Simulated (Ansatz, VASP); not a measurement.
**Two plane-wave programs on Sn3Mo2**

```xyz
5
Lattice="4.2027 0.0000 0.0000 0.0000 4.2027 0.0000 0.0000 0.0000 6.1901" Properties=species:S:1:pos:R:3 pbc="T T T"
Sn    2.1014    0.0000    6.1496
Sn    0.0000    2.1014    6.1496
Sn    0.0000    0.0000    1.6846
Mo    0.0000    0.0000    4.4638
Mo    2.1014    2.1014    1.7940
```

Change from the starting cell: species swapped into the Cu3Te2 type (P4mm, No. 99).

Alike in both runs: task relaxation of cell and atoms; functional PBE; k mesh 4 × 4 × 4; occupations gaussian, width 0.1 eV; no spin polarisation.

```csv
,VASP,Ansatz
version,VASP 6.6.1,Ansatz 0.2.0
potentials or method,"VASP PAW PBE potentials, release 64 (Sn_d, Mo_sv), cutoff 600 eV","scalar-relativistic, plane waves, PAW"
valence electrons in the cell,70,70
```

```csv
,VASP,Ansatz,Ansatz less VASP
"gap on the k mesh at the Fermi level, each at its own relaxed structure (eV)",none,none,-
relaxed volume (Å³/atom),24.34,24.34,+0.003
relaxed cell length with the largest relative difference (Å),7.589,7.597,+0.0070
```

A gap of «none» marks a metal or a gap that the smearing closes.

The k mesh is coarse, so the values compare programs but aren't converged.
